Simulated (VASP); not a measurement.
Here is a VASP 6.6.1 calculation.

The input INCAR:

```
ALGO     = Normal         # electronic algorithm
EDIFF    = 1E-6           # SCF threshold, eV
ENCUT    = 500            # plane-wave cutoff, eV
GGA      = CA             # functional
GGA_COMPAT= F            
ISIF     = 2              # what is computed and relaxed
ISMEAR   = 0              # smearing method
LASPH    = T              # aspherical terms in the spheres
LCHARG   = F              # write CHGCAR
LREAL    = F              # projectors in reciprocal space
LWAVE    = F              # write WAVECAR
NBANDS   = 16             # bands
NELM     = 120            # most SCF steps
PREC     = Accurate       # precision mode
SIGMA    = 0.02           # smearing width, eV
```

The input KPOINTS:

```
k-points
0
Gamma
  12 12 12
```

Contents of POSCAR:

```
InAs
1.0
    0.0000000000      3.0490601873      3.0490601873
    3.0490601873      0.0000000000      3.0490601873
    3.0490601873      3.0490601873      0.0000000000
In As
1 1
Direct
    0.0000000000      0.0000000000      0.0000000000
    0.2500000000      0.2500000000      0.2500000000
```

Potentials or basis: VASP PAW LDA potentials, release 64 (In_d, As).

Run with:

```sh
$ cat potpaw_LDA.64/In_d/POTCAR potpaw_LDA.64/As/POTCAR > POTCAR
$ mpirun -np 1 vasp_std > vasp.out
```

**Question.** Estimate the pressure.

**Answer.** -1.8 GPa.

**Question.** Estimate the band gap on the k mesh.

**Answer.** Zero (filled and empty bands touch).

Caveat: spin-orbit coupling is left out, which moves the levels of the heavy elements.
